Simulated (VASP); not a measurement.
The system is CuO.

```xyz
4
Lattice="1.9910 -2.1536 0.0000 1.9910 2.1536 0.0000 0.0000 0.0000 5.1559" Properties=species:S:1:pos:R:3 pbc="T T T"
Cu    0.9955    1.0768    0.0000
Cu    0.9955   -1.0768    2.5780
O     1.9910    0.0000    1.2890
O     1.9910    0.0000    3.8669
```

- Program: VASP 6.6.1
- Task: relaxation of cell and atoms
- Functional: PBE
- Potentials or basis: VASP PAW PBE potentials, release 64 (Cu, O)
- Cutoff: 600 eV
- k mesh: 14 × 14 × 8
- Occupations: gaussian, width 0.1 eV
- Spin: no spin polarisation

At the start: pressure 2.0 GPa; volume 11.05 Å³/atom.

Question: How do energy, volume and symmetry change on relaxing?

Answer: Over 20 steps the energy falls by 2.6 meV/atom and the volume is 11.24 Å³/atom (+1.7 %); space group Cccm (No. 66, to 0.1 Å) before, P4_2/mmc (No. 131, to 0.1 Å).

Step by step:
```csv
step,energy change (eV),largest force (eV/Å),pressure (GPa),volume (Å³)
1,0.0000,0.0000,1.97,44.21
2,-0.0030,0.0000,-0.95,45.09
3,-0.0038,0.0000,-0.09,44.81
4,-0.0046,0.0000,-0.18,44.85
5,-0.0057,0.0000,-0.27,44.92
6,-0.0063,0.0000,0.01,45.05
7,-0.0069,0.0000,-0.29,45.09
8,-0.0082,0.0000,-0.40,45.20
9,-0.0084,0.0000,-0.92,45.42
10,-0.0087,0.0000,-0.87,45.34
11,-0.0096,0.0000,-0.25,45.19
12,-0.0098,0.0000,-0.60,45.17
13,-0.0100,0.0000,-0.19,45.11
14,-0.0102,0.0000,0.20,45.01
15,-0.0102,0.0000,-0.01,45.03
16,-0.0102,0.0000,-0.22,45.02
17,-0.0103,0.0000,-0.14,44.99
18,-0.0104,0.0000,0.40,44.90
19,-0.0104,0.0000,0.31,44.93
20,-0.0104,0.0000,0.05,44.96
```

Final structure:
```
Cu O
1.0
     2.08721   -2.08768    0.00000
     2.08721    2.08768    0.00000
     0.00000    0.00000    5.15950
Cu O
2 2
Direct
  0.00000 0.50000 0.00000
  0.50000 0.00000 0.50000
  0.50000 0.50000 0.25000
  0.50000 0.50000 0.75000
```
